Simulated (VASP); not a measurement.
# TiO2 (P4_2/mnm) in VASP: a series of runs

Runs on TiO2. Level: PBE. Tasks: single point, relaxation of cell and atoms.

Program: VASP 6.6.1. These are calculated values, not measurements. Logs are shortened: lines on timing, memory, paths and dates and some standing lists are left out, and cuts for length are marked.

**What was measured.**

From “Shallow Valence Band of Rutile GeO2 and P-type Doping”, 2020, arxiv:2011.08928, for a bulk crystal of TiO2 at 1.6 K: band gap 3.03 eV (direct).

How close the calculation comes is told below.

**1. The cell of the first run**

It takes space group P4_2/mnm (No. 136, tetragonal). Conventional cell: a = 4.643 Å, b = 4.643 Å, c = 2.964 Å, α = 90.00°, β = 90.00°, γ = 90.00°. Within 2.6 Å of Ti (site symmetry mmm) lie 6 O at 1.96 to 2.00 Å. Within 2.6 Å of O (site symmetry m2m) lie 3 Ti at 1.96 to 2.00 Å and 1 O at 2.56 Å.

**2. Single point, PBE**

Contents of INCAR:

```
SYSTEM = TiO2
PREC     = Accurate       ! precision mode
ENCUT    = 520            ! plane-wave cutoff, eV
EDIFF    = 1E-6           ! SCF threshold, eV
ISMEAR   = 0              ! smearing method
SIGMA    = 0.05           ! smearing width, eV
LREAL    = .FALSE.        ! projectors in reciprocal space
LASPH    = .TRUE.         ! aspherical terms in the spheres
NELM     = 100            ! most SCF steps
ALGO     = Normal         ! electronic algorithm
ISIF     = 2              ! what is computed and relaxed
LWAVE    = .FALSE.        ! write WAVECAR
LCHARG   = .FALSE.        ! write CHGCAR
GGA      = PE             ! functional
NBANDS   = 33             ! bands
```

Contents of KPOINTS:

```
regular mesh
0
G
  6 6 8
  0 0 0
```

Contents of POSCAR:

```
TiO2
1.0
    4.6430645110      0.0000000000      0.0000000000
    0.0000000000      4.6430645110      0.0000000000
    0.0000000000      0.0000000000      2.9640243990
Ti O
2 4
Direct
    0.0000000000      0.0000000000      0.0000000000
    0.5000000000      0.5000000000      0.5000000000
    0.3051105258      0.3051105258      0.0000000000
    0.1948894742      0.8051105258      0.5000000000
    0.6948894742      0.6948894742      0.0000000000
    0.8051105258      0.1948894742      0.5000000000
```

Potentials or basis: VASP PAW PBE potentials, release 64 (Ti_sv, O).

Run with:

```bash
cat potpaw_PBE.64/Ti_sv/POTCAR potpaw_PBE.64/O/POTCAR > POTCAR
mpirun -np 1 vasp_std > vasp.out
```

OUTCAR:

```text
SYSTEM = TiO2
   PREC = Accurate
   ENCUT = 520
   EDIFF = 1E-6
   ISMEAR = 0
   LREAL = .FALSE.
   LASPH = .TRUE.
   NELM = 100
   ISIF = 2
   GGA = PE

 ion  position               nearest neighbor table
   1  0.000  0.000  0.000-   4 1.96   6 1.96   4 1.96   6 1.96   5 2.00   3 2.00
   2  0.500  0.500  0.500-   3 1.96   5 1.96   3 1.96   5 1.96   4 2.00   6 2.00
   3  0.305  0.305  0.000-   2 1.96   2 1.96   1 2.00
   4  0.195  0.805  0.500-   1 1.96   1 1.96   2 2.00
   5  0.695  0.695  0.000-   2 1.96   2 1.96   1 2.00
   6  0.805  0.195  0.500-   1 1.96   1 1.96   2 2.00

  LATTYP: Found a simple tetragonal cell.
 ALAT       =     4.6430645110
 C/A-ratio  =     0.6383767428

  Lattice vectors:

 A1 = (   4.6430645110,   0.0000000000,   0.0000000000)
 A2 = (   0.0000000000,   4.6430645110,   0.0000000000)
 A3 = (   0.0000000000,   0.0000000000,   2.9640243990)

Analysis of symmetry for initial positions (statically):
=====================================================================
 Subroutine PRICEL returns:
 Original cell was already a primitive cell.

 Routine SETGRP: Setting up the symmetry group for a
 simple tetragonal supercell.

 Subroutine GETGRP returns: Found 16 space group operations
 (whereof  8 operations were pure point group operations)
 out of a pool of 16 trial point group operations.

The static configuration has the point symmetry D_2h.
 The point group associated with its full space group is D_4h.

Analysis of symmetry for dynamics (positions and initial velocities):
=====================================================================
 Subroutine PRICEL returns:
 Original cell was already a primitive cell.

 Routine SETGRP: Setting up the symmetry group for a
 simple tetragonal supercell.

 Subroutine GETGRP returns: Found 16 space group operations
 (whereof  8 operations were pure point group operations)
 out of a pool of 16 trial point group operations.

The dynamic configuration has the point symmetry D_2h.
 The point group associated with its full space group is D_4h.

 Subroutine INISYM returns: Found 16 space group operations
 (whereof  8 operations are pure point group operations),
 and found     1 'primitive' translations

----------------------------------------------------------------------------------------

                                     Primitive cell

  volume of cell :      63.8986

  direct lattice vectors                    reciprocal lattice vectors
     4.643064511  0.000000000  0.000000000     0.215374996  0.000000000  0.000000000
     0.000000000  4.643064511  0.000000000     0.000000000  0.215374996  0.000000000
     0.000000000  0.000000000  2.964024399     0.000000000  0.000000000  0.337379139

  length of vectors
     4.643064511  4.643064511  2.964024399     0.215374996  0.215374996  0.337379139

  position of ions in fractional coordinates (direct lattice)
     0.000000000  0.000000000  0.000000000
     0.500000000  0.500000000  0.500000000
     0.305110526  0.305110526  0.000000000
     0.194889474  0.805110526  0.500000000
     0.694889474  0.694889474  0.000000000
     0.805110526  0.194889474  0.500000000

  ion indices of the primitive-cell ions
   primitive index   ion index
                 1           1
                 2           2
                 3           3
                 4           4
                 5           5
                 6           6

----------------------------------------------------------------------------------------

 KPOINTS: regular mesh

Automatic generation of k-mesh.
 Grid dimensions read from file:
 generate k-points for:    6    6    8

 Generating k-lattice:

  Cartesian coordinates                     Fractional coordinates (reciprocal lattice)
     0.035895833  0.000000000  0.000000000     0.166666667  0.000000000  0.000000000
     0.000000000  0.035895833  0.000000000     0.000000000  0.166666667  0.000000000
     0.000000000  0.000000000  0.042172392     0.000000000  0.000000000  0.125000000

  Length of vectors
     0.035895833  0.035895833  0.042172392

  Shift w.r.t. Gamma in fractional coordinates (k-lattice)
     0.000000000  0.000000000  0.000000000

 Subroutine IBZKPT returns following result:
 ===========================================

 Found     50 irreducible k-points:

 Following reciprocal coordinates:
            Coordinates               Weight
  0.000000  0.000000  0.000000      1.000000
  0.166667  0.000000  0.000000      4.000000
  0.333333  0.000000  0.000000      4.000000
  0.500000  0.000000  0.000000      2.000000
  0.166667  0.166667  0.000000      4.000000
  0.333333  0.166667  0.000000      8.000000
[... 16 lines left out ...]
  0.333333  0.000000  0.250000      8.000000
  0.500000  0.000000  0.250000      4.000000
 [... further k-points ...]
   k-points           NKPTS =     50   k-points in BZ     NKDIM =     50   number of bands    NBANDS=     33
   number of dos      NEDOS =    301   number of ions     NIONS =      6
   total plane-waves  NPLWV =  31104
   dimension x,y,z NGX =    36 NGY =   36 NGZ =   24
   dimension x,y,z NGXF=    72 NGYF=   72 NGZF=   48
   ions per type =               2   4
   NGX,Y,Z   is equivalent  to a cutoff of  12.89, 12.89, 13.46 a.u.
   NGXF,Y,Z  is equivalent  to a cutoff of  25.78, 25.78, 26.92 a.u.
 SYSTEM =  TiO2
   PREC   = accura    normal or accurate (medium, high low for compatibility)
   ISTART =      0    job   : 0-new  1-cont  2-samecut
   ICHARG =      2    charge: 1-file 2-atom 10-const
   ISPIN  =      1    spin polarized calculation?
   LNONCOLLINEAR =      F non collinear calculations
   LSORBIT =      F    spin-orbit coupling
   LASPH  =      T    aspherical Exc in radial PAW
   ENCUT  =  520.0 eV  38.22 Ry    6.18 a.u.   8.63  8.63  5.51*2*pi/ulx,y,z
   NELM   =    100;   NELMIN=  2; NELMDL= -5     # of ELM steps
   EDIFF  = 0.1E-05   stopping-criterion for ELM
   LREAL  =      F    real-space projection
   EDIFFG = 0.1E-04   stopping-criterion for IOM
   NSW    =      0    number of steps for IOM
   IBRION =     -1    ionic relax: 0-MD 1-quasi-New 2-CG
   NFREE  =      0    steps in history (QN), initial steepest desc. (CG)
   ISIF   =      2    stress and relaxation
   ISYM   =      2    0-nonsym 1-usesym 2-fastsym
   POTIM  = 0.5000    time-step for ionic-motion
   TEBEG  =    0.0;   TEEND  =   0.0 temperature during run
   PSTRESS=    0.0 pullay stress
   NELECT =      48.0000    total number of electrons
   NUPDOWN=      -1.0000    fix difference up-down
   EMIN   =  10.00;   EMAX   =-10.00  energy-range for DOS
   EFERMI =   0.00;   METHOD = LEGACY
   ISMEAR =     0;   SIGMA  =   0.05  broadening in eV -4-tet -1-fermi 0-gaus
   EFERMI_NEDOS =   21; number of points for ismear=-14 and -15
   IALGO  =     38    algorithm
   IMIX   =      4    mixing-type and parameters
     AMIX     =   0.40;   BMIX     =  1.00
     AMIX_MAG =   1.60;   BMIX_MAG =  1.00
  volume/ion in A,a.u.               =      10.65        71.87
  Fermi-wavevector in a.u.,A,eV,Ry     =   1.488189  2.812270 30.132923  2.214707
  Thomas-Fermi vector in A             =   2.601255
   LORBIT       =      0    0 simple, 1 ext, 2 COOP (PROOUT), +10 PAW based schemes
   GGA     = PE    functional components
   LHFCALC =     F    Hartree Fock is set to
   AEXX    =    0.0000 exact exchange contribution
   IVDW    =     0    specifies the selected vdW correction
   LEPSILON=     F    determine dielectric tensor
   LRPA    =     F    only Hartree local field effects (RPA)
 non-spin polarized calculation
 Gauss-broadening in eV      SIGMA  =   0.05
  energy-cutoff  :      520.00
  volume of cell :       63.90
 maximum number of plane-waves:      1741
 NGX is ok and might be reduce to    36
   NGX = 17   NGY = 17   NGZ = 11

 number of electron      48.0000021 magnetization

 Free energy of the ion-electron system (eV)
  ---------------------------------------------------
  ext. energy  EPLUGINS =         0.00000000
  ---------------------------------------------------
  free energy    TOTEN  =       -53.67613001 eV

  energy without entropy =      -53.67613001  energy(sigma->0) =      -53.67613001

 E-fermi :   4.9027     XC(G=0): -11.2849

 val. band max:        4.5781518675   @ k =   0.0000   0.0000   0.0000
 cond. band min:       6.4125203488   @ k =   0.0000   0.0000   0.0000
 fundamental gap:      1.8343684812
 Fermi energy:         4.9026685376

 k-point     1 :       0.0000    0.0000    0.0000
  band No.  band energies     occupation
      1     -52.3817      2.00000
      2     -52.3668      2.00000
      3     -28.6685      2.00000
      4     -28.6685      2.00000
      5     -28.5186      2.00000
      6     -28.5186      2.00000
[... 25 lines left out ...]
     32      11.0478      0.00000
     33      11.0479      0.00000

 k-point     2 :       0.1667    0.0000    0.0000
  band No.  band energies     occupation
      1     -52.3807      2.00000
      2     -52.3678      2.00000
      3     -28.6608      2.00000
      4     -28.6601      2.00000
      5     -28.5279      2.00000
      6     -28.5272      2.00000
[... 25 lines left out ...]
     32      10.9619      0.00000
     33      10.9797      0.00000

 k-point     3 :       0.3333    0.0000    0.0000
  band No.  band energies     occupation
      1     -52.3779      2.00000
      2     -52.3705      2.00000
      3     -28.6404      2.00000
      4     -28.6387      2.00000
      5     -28.5510      2.00000
      6     -28.5492      2.00000
[... 25 lines left out ...]
     32      10.7905      0.00000
     33      10.8244      0.00000

 k-point     4 :       0.5000    0.0000    0.0000
  band No.  band energies     occupation
      1     -52.3742      2.00000
      2     -52.3742      2.00000
      3     -28.6235      2.00000
      4     -28.6235      2.00000
      5     -28.5671      2.00000
      6     -28.5671      2.00000
[... 25 lines left out ...]
     32      10.4565      0.00000
     33      10.7202      0.00000

 k-point     5 :       0.1667    0.1667    0.0000
  band No.  band energies     occupation
      1     -52.3798      2.00000
      2     -52.3687      2.00000
      3     -28.6712      2.00000
      4     -28.6375      2.00000
      5     -28.5517      2.00000
      6     -28.5170      2.00000
[... 604 lines left out ...]
 k-point    22 :       0.1667    0.0000    0.2500
  band No.  band energies     occupation
      1     -52.3595      2.00000
      2     -52.3504      2.00000
      3     -28.6917      2.00000
      4     -28.6744      2.00000
      5     -28.6040      2.00000
      6     -28.6015      2.00000
[... 25 lines left out ...]
     32      10.1670      0.00000
     33      10.5003      0.00000

 k-point    23 :       0.3333    0.0000    0.2500
  band No.  band energies     occupation
      1     -52.3575      2.00000
      2     -52.3523      2.00000
      3     -28.6951      2.00000
      4     -28.6840      2.00000
      5     -28.5870      2.00000
      6     -28.5814      2.00000
[... 25 lines left out ...]
     32       9.7356      0.00000
     33      10.6416      0.00000

 k-point    24 :       0.5000    0.0000    0.2500
  band No.  band energies     occupation
      1     -52.3549      2.00000
      2     -52.3549      2.00000
      3     -28.6924      2.00000
      4     -28.6924      2.00000
      5     -28.5714      2.00000
      6     -28.5714      2.00000
[... 25 lines left out ...]
     32       9.5684      0.00000
     33      11.0341      0.00000

 [... further k-points ...]
[... 5 lines left out ...]
  --------------------------------------------------------------------------------------
  -------------------------------------------------------------------------------------
  Total        0.2301035      0.2301035      0.3509136     -0.0000000      0.0000000      0.0000000
  in kB        5.7695593      5.7695593      8.7987218     -0.0000000      0.0000000      0.0000000
  external PRESSURE =       6.7792801 kB  Pullay stress =       0.0000000 kB

 VOLUME and BASIS-vectors are now :
 -----------------------------------------------------------------------------
  energy-cutoff  :      520.00
  volume of cell :       63.90
      direct lattice vectors                 reciprocal lattice vectors
     4.643064511  0.000000000  0.000000000     0.215374996  0.000000000  0.000000000
     0.000000000  4.643064511  0.000000000     0.000000000  0.215374996  0.000000000
     0.000000000  0.000000000  2.964024399     0.000000000  0.000000000  0.337379139

 POSITION                                       TOTAL-FORCE (eV/Angst)
 -----------------------------------------------------------------------------------
      0.00000      0.00000      0.00000         0.000000     -0.000000     -0.000000
      2.32153      2.32153      1.48201         0.000000     -0.000000     -0.000000
      1.41665      1.41665      0.00000        -0.018858     -0.018858     -0.000000
      0.90488      3.73818      1.48201         0.018858     -0.018858     -0.000000
      3.22642      3.22642      0.00000         0.018858      0.018858      0.000000
      3.73818      0.90488      1.48201        -0.018858      0.018858      0.000000
 -----------------------------------------------------------------------------------
    total drift:                                0.000000      0.000000      0.000000

  FREE ENERGIE OF THE ION-ELECTRON SYSTEM (eV)
  ---------------------------------------------------
  free  energy   TOTEN  =       -53.6761300123 eV

  energy  without entropy=      -53.6761300123  energy(sigma->0) =      -53.67613001
```

Wall time 66 s (1 thread of AMD EPYC 9R45 (Zen 5), shared host); peak memory 0.19 GiB.

What came out:

| Property | Result |
| --- | --- |
| Free energy | -53.6761 eV |
| Pressure | 0.7 GPa |
| Largest force | 0.027 eV/Å |
| Band gap on the k mesh | 1.83 eV |

Forces on the atoms (eV/Å):
```
Ti   0.000  0.000  0.000
Ti   0.000  0.000  0.000
O   -0.019 -0.019  0.000
O    0.019 -0.019  0.000
O    0.019  0.019  0.000
O   -0.019  0.019  0.000
```

(Part 1 of 2 ends here.)
